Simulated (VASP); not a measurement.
Crystal: Rh.

```
Rh
1.0
     0.00000    1.91042    1.91042
     1.91042    0.00000    1.91042
     1.91042    1.91042    0.00000
Rh
1
Cartesian
  0.0000 0.0000 0.0000
```

| Item | Value |
| --- | --- |
| Program | VASP 6.6.1 |
| Task | relaxation of cell and atoms |
| Functional | vdW-DF-cx |
| Potentials or basis | VASP PAW PBE potentials, release 64 (Rh_pv) |
| Cutoff | 640 eV |
| k mesh | 16 × 16 × 16 |
| Occupations | methfessel-paxton, width 0.05 eV |
| Spin | no spin polarisation |

At the start: pressure -7.5 GPa; volume 13.94 Å³/atom.

Task: Where does the relaxation end?

Result: Over 6 steps the energy falls by 8.7 meV/atom and the volume is 13.57 Å³/atom (-2.7 %); space group Fm-3m (No. 225, to 0.1 Å) before and after.

The path:
```tsv
step	energy change (eV)	largest force (eV/Å)	pressure (GPa)	volume (Å³)
1	0.0000	0.0000	-7.47	13.94
2	0.0529	0.0000	23.77	12.67
3	-0.0090	0.0000	-0.25	13.58
4	-0.0090	0.0000	0.02	13.57
5	-0.0087	0.0000	0.00	13.57
6	-0.0087	0.0000	0.00	13.57
```

Final structure:
```
Rh
1.0
     0.00000    1.89301    1.89301
     1.89301    0.00000    1.89301
     1.89301    1.89301    0.00000
Rh
1
Direct
  0.00000 0.00000 0.00000
```

Where two steps share one volume, the run began anew on that cell with a basis built for it.

Caveat: the PAW data sets were made with another functional, which shifts forces and pressure a little.
